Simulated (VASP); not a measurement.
Set up this calculation in VASP 6.6.1, as the native input.

| Item | Value |
| --- | --- |
| Task | single point |
| Functional | LDA |
| Potentials or basis | VASP PAW LDA potentials, release 64 (Mn_pv, As, Zn) |
| Cutoff | 520 eV |
| k mesh | 5 × 5 × 3 |
| Occupations | gaussian, width 0.059 eV |
| Spin | no spin polarisation |
| Dipole correction | no |
| Further INCAR settings | ALGO = Normal; EDIFF = 1e-06; NBANDS = 32 |

The structure of Mn2ZnAs2 lies in POSCAR:

```
Mn2ZnAs2
1.0
    4.1552510000      0.0000000000      0.0000000000
   -2.0776250000      3.5985540000      0.0000000000
    0.0000000000      0.0000000000      6.6621870000
Mn As Zn
2 2 1
Direct
    0.3333000000      0.6667000000      0.3694400000
    0.6667000000      0.3333000000      0.6305600000
    0.3333000000      0.6667000000      0.7679300000
    0.6667000000      0.3333000000      0.2320700000
    0.0000000000      0.0000000000      0.0000000000
```

One way to write it, as run:

INCAR

```
  ALGO = Normal
  EDIFF = 1E-6
  ENCUT = 520
  GGA = CA
  ISIF = 2
  ISMEAR = 0
  LASPH = T
  LCHARG = T
  LELF = T
  LREAL = F
  LVHAR = T
  LWAVE = F
  NBANDS = 32
  NELM = 60
  PREC = Accurate
  SIGMA = 0.059
```

KPOINTS

```
k-points
0
Gamma
  5 5 3
```

Potentials or basis: VASP PAW LDA potentials, release 64 (Mn_pv, As, Zn).

The run is started by

```sh
$ cat potpaw_LDA.64/Mn_pv/POTCAR potpaw_LDA.64/As/POTCAR potpaw_LDA.64/Zn/POTCAR > POTCAR
$ mpirun -np 1 vasp_std > vasp.out
```

Results of the run:

The pressure is -23.0 GPa, the largest force is 2.230 eV/Å and the band gap on the k mesh is zero (bands 24 and 25 overlap by 0.18 eV).

Caveat: the cell stands under tension; the run has no spin polarisation, though such a crystal can be magnetic; forces of over 1 eV/Å act on the atoms, so gaps and moduli don't describe the material at rest.

Wall time 120 s on 1 thread of Intel Xeon 8259CL, with other jobs on the host, peak memory 0.23 GiB.
